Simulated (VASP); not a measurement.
A run of VASP 6.6.1:

The input POSCAR:

```
MoWSe4
1.0
    3.3096046533      0.0000000000      0.0000000000
   -1.6548023266      2.8662017063      0.0000000000
    0.0000000000      0.0000000000     13.3527760509
Mo W Se
1 1 4
Direct
    0.0000000000      0.0000000000      0.5000000000
    0.3333333333      0.6666666667      0.0000000000
    0.0000000000      0.0000000000      0.1244649322
    0.3333333333      0.6666666667      0.3760162205
    0.3333333333      0.6666666667      0.6239837795
    0.0000000000      0.0000000000      0.8755350678
```

Contents of INCAR.step1:

```
PREC = Accurate ; ENCUT = 520
ISMEAR = 0 ; SIGMA = 0.02
LREAL = False ; LASPH = True
NELM = 80 ; NBANDS = 35
GGA = PE ; ALGO = Normal
EDIFF = 1E-4 ; LWAVE = True
LCHARG = False
```

INCAR.step2

```
PREC = Accurate ; ENCUT = 520
EDIFF = 1E-7 ; ISMEAR = 0
SIGMA = 0.02 ; LREAL = False
LASPH = True ; NELM = 80
ALGO = Normal ; ISIF = 2
LWAVE = False ; LCHARG = False
METAGGA = R2SCAN ; LMIXTAU = True
NBANDS = 35 ; ISTART = 1
```

Contents of KPOINTS:

```
regular mesh
0
Gamma
  9 9 2
```

Potentials or basis: VASP PAW PBE potentials, release 64 (Mo_sv, W_sv, Se).

The run is started by

```console
$ cat potpaw_PBE.64/Mo_sv/POTCAR potpaw_PBE.64/W_sv/POTCAR potpaw_PBE.64/Se/POTCAR > POTCAR
$ cp INCAR.step1 INCAR
$ mpirun -np 1 vasp_std > vasp.out
$ cp INCAR.step2 INCAR
$ mpirun -np 1 vasp_std > vasp.out
```

Hardware: 1 thread of Intel(R) Xeon(R) Platinum 8375C CPU @ 2.90GHz (Ice Lake) (shared host).

Question: How long does it take, and how much memory?

Answer: Wall time 6.8 min on 1 thread of Intel(R) Xeon(R) Platinum 8375C CPU @ 2.90GHz (Ice Lake) (shared host), peak memory 0.36 GiB. Counts: k points 24.
